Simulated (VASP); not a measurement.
Input of a VASP 6.6.1 run:

Contents of INCAR:

```
SYSTEM = NiO
ALGO = Normal
EDIFF = 1E-6
EDIFFG = -0.003
ENCUT = 600
GGA = PS
IBRION = 2
ISIF = 3
ISMEAR = 0
ISPIN = 2
LASPH = .TRUE.
LCHARG = .FALSE.
LDAU = .TRUE.
LDAUJ = 0 0
LDAUL = 2 -1
LDAUPRINT = 1
LDAUTYPE = 2
LDAUU = 5 0
LMAXMIX = 4
LORBIT = 11
LREAL = .FALSE.
LWAVE = .FALSE.
MAGMOM = 2 -2 0 0
NELM = 150
NSW = 80
PREC = Accurate
SIGMA = 0.01
```

Contents of KPOINTS:

```
k-points
0
G
  6 6 6
  0 0 0
```

File POSCAR:

```
NiO
1.0
    2.0885000000      2.0885000000      4.1770000000
    4.1770000000      2.0885000000      2.0885000000
    2.0885000000      4.1770000000      2.0885000000
Ni O
2 2
Direct
    0.0000000000      0.0000000000      0.0000000000
    0.5000000000      0.5000000000      0.5000000000
    0.2500000000      0.2500000000      0.2500000000
    0.7500000000      0.7500000000      0.7500000000
```

Potentials or basis: VASP PAW PBE potentials, release 64 (Ni, O).

Command:

```bash
$ cat potpaw_PBE.64/Ni/POTCAR potpaw_PBE.64/O/POTCAR > POTCAR
$ mpirun -np 1 vasp_std > vasp.out
```

Question: Estimate the relaxed volume.

Answer: 8.68 Å³/atom.

Question: What does it give for the site moments?

Answer: Ni +1.66, -1.66; O +0.00 μB.

Final structure:
```xyz
4
Lattice="2.0506 2.0506 4.1073 4.1073 2.0506 2.0506 2.0506 4.1073 2.0506" Properties=species:S:1:pos:R:3 pbc="T T T"
Ni    0.0000    0.0000    0.0000
Ni    4.1042    4.1042    4.1042
O     2.0521    2.0521    2.0521
O     6.1563    6.1563    6.1563
```

Caveat: the PAW data sets were made with another functional, which shifts forces and pressure a little. The state reached can hang on the start; a lower one may exist.
